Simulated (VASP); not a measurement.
Input of a VASP 6.6.1 run:

File INCAR:

```
ALGO = Fast
EDIFF = 1E-7
ENCUT = 520
GGA = RE
ISIF = 2
ISMEAR = -5
LASPH = True
LCHARG = False
LREAL = False
LWAVE = False
NBANDS = 11
NELM = 100
PREC = Accurate
SIGMA = 0.05
```

KPOINTS

```
k-points
0
Gamma
  9 9 9
```

POSCAR

```
Ca
1.0
   -2.2052049036      2.2052049036      2.1961148100
    2.2052049036     -2.2052049036      2.1961148100
    2.2052049036      2.2052049036     -2.1961148100
Ca
1
Direct
    0.5000000000      0.5000000000      0.0000000000
```

Potentials or basis: VASP PAW PBE potentials, release 64 (Ca_sv).

The run is started by

```bash
$ cat potpaw_PBE.64/Ca_sv/POTCAR > POTCAR
$ mpirun -np 1 vasp_std > vasp.out
```

Q: What does it give for the pressure?

A: 0.3 GPa.

Q: What does it give for the band gap on the k mesh?

A: Zero (bands 5 and 6 overlap by 0.22 eV).

Stress tensor (GPa, compression positive):
```
0.38 0.00 0.00
0.00 0.38 0.00
0.00 0.00 0.19
```

Caveat: the PAW data sets were made with another functional, which shifts forces and pressure a little; tetrahedron occupations give inexact forces and stress in metals.
